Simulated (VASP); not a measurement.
Set up this calculation in VASP 6.6.1, as the native input.

```yaml
Task: single point
Functional: r2SCAN
Dispersion: rVV10
Potentials_or_basis: VASP PAW PBE potentials, release 64 (O_h, F_h)
Cutoff: 1490 eV
k_mesh: 8 × 8 × 8
Occupations: fermi-dirac, width 0.03 eV
Spin: no spin polarisation
Dipole_correction: no
Further_INCAR_settings: ALGO = Normal; EDIFF = 1e-06; NBANDS = 17
```

Crystal: OF2.

```
CELL_PARAMETERS angstrom
0.00000 2.43374 2.43374
2.43374 0.00000 2.43374
2.43374 2.43374 0.00000
ATOMIC_POSITIONS crystal
O 0.00000 0.00000 0.00000
F 0.75000 0.75000 0.75000
F 0.25000 0.25000 0.25000
```

These files were run (other wordings do the same):

POSCAR

```
OF2
1.0
    0.0000000000      2.4337412065      2.4337412065
    2.4337412065      0.0000000000      2.4337412065
    2.4337412065      2.4337412065      0.0000000000
O F
1 2
Direct
    0.0000000000      0.0000000000      0.0000000000
    0.7500000000      0.7500000000      0.7500000000
    0.2500000000      0.2500000000      0.2500000000
```

INCAR.step1

```
SYSTEM = OF2
PREC     = Accurate       ! precision mode
ENCUT    = 1490           ! plane-wave cutoff, eV
ISMEAR   = -1             ! smearing method
SIGMA    = 0.03           ! smearing width, eV
LREAL    = .FALSE.        ! projectors in reciprocal space
LASPH    = .TRUE.         ! aspherical terms in the spheres
NELM     = 120            ! most SCF steps
NBANDS   = 17             ! bands
GGA      = PE             ! functional
ALGO     = Normal         ! electronic algorithm
EDIFF    = 1E-5           ! SCF threshold, eV
LWAVE    = .TRUE.         ! write WAVECAR
LCHARG   = .FALSE.        ! write CHGCAR
GGA_COMPAT= .FALSE.
```

INCAR.step2

```
SYSTEM = OF2
PREC     = Accurate       ! precision mode
ENCUT    = 1490           ! plane-wave cutoff, eV
EDIFF    = 1E-6           ! SCF threshold, eV
ISMEAR   = -1             ! smearing method
SIGMA    = 0.03           ! smearing width, eV
LREAL    = .FALSE.        ! projectors in reciprocal space
LASPH    = .TRUE.         ! aspherical terms in the spheres
NELM     = 120            ! most SCF steps
ALGO     = Normal         ! electronic algorithm
ISIF     = 2              ! what is computed and relaxed
LWAVE    = .FALSE.        ! write WAVECAR
LCHARG   = .FALSE.        ! write CHGCAR
METAGGA  = R2SCAN         ! meta-GGA
LMIXTAU  = .TRUE.       
LUSE_VDW = .TRUE.       
IVDW_NL  = 2            
BPARAM   = 11.95        
CPARAM   = 0.0093       
NBANDS   = 17             ! bands
ISTART   = 1            
GGA_COMPAT= .FALSE.
```

KPOINTS

```
Automatic mesh
0
G
  8 8 8
  0 0 0
```

Potentials or basis: VASP PAW PBE potentials, release 64 (O_h, F_h).

Run with:

```console
$ cat potpaw_PBE.64/O_h/POTCAR potpaw_PBE.64/F_h/POTCAR > POTCAR
$ cp INCAR.step1 INCAR
$ mpirun -np 1 vasp_std > vasp.out
$ cp INCAR.step2 INCAR
$ mpirun -np 1 vasp_std > vasp.out
```

Results of the run:

```json
{
  "Pressure": "-0.6 GPa",
  "Band gap on the k mesh": "zero (bands 10 and 11 overlap by 0.30 eV)"
}
```

Caveat: the PAW data sets were made with another functional, which shifts forces and pressure a little.

Wall time 8.9 min on 1 thread of AMD EPYC 7R43 64-Core Processor (Zen 3) (shared host), peak memory 0.72 GiB.
